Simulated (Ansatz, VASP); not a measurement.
**VSbS in VASP and in Ansatz**

```xyz
3
Lattice="4.1950 0.0000 0.0000 -2.0975 3.6330 0.0000 0.0000 0.0000 3.5126" Properties=species:S:1:pos:R:3 pbc="T T T"
V     2.0975    1.2110    1.7563
Sb    0.0000    2.4220    0.0000
S     0.0000    0.0000    1.7563
```

Change from the starting cell: species swapped into the ErCuGe type (P-6m2, No. 187).

Alike in both runs: functional PBE; k mesh 6 × 6 × 6; occupations gaussian, width 0.1 eV; collinear spin.

Ansatz relaxed the structure, and its values are those at the end. VASP's run is a single point on that final structure, the one shown.

```csv
,VASP,Ansatz
version,VASP 6.6.1,Ansatz 0.2.0
potentials or method,"VASP PAW PBE potentials, release 64 (V_sv, Sb_d_GW, S), cutoff 500 eV","scalar-relativistic, plane waves, PAW"
valence electrons in the cell,34,34
```

```tsv
	VASP	Ansatz	Ansatz less VASP
gap on the k mesh at the Fermi level (eV)	none	none	-
pressure (GPa)	-0.2	-0.1	+0.14
net moment per atom (μB)	0.00	0.09	+0.090
size of the moment on the site where the two differ most (μB)	0.00	0.29	+0.289
```

Site moments also hang on the region over which each program counts them. A gap of «none» marks a metal or a gap that the smearing closes.

Neither program's run includes spin-orbit coupling.
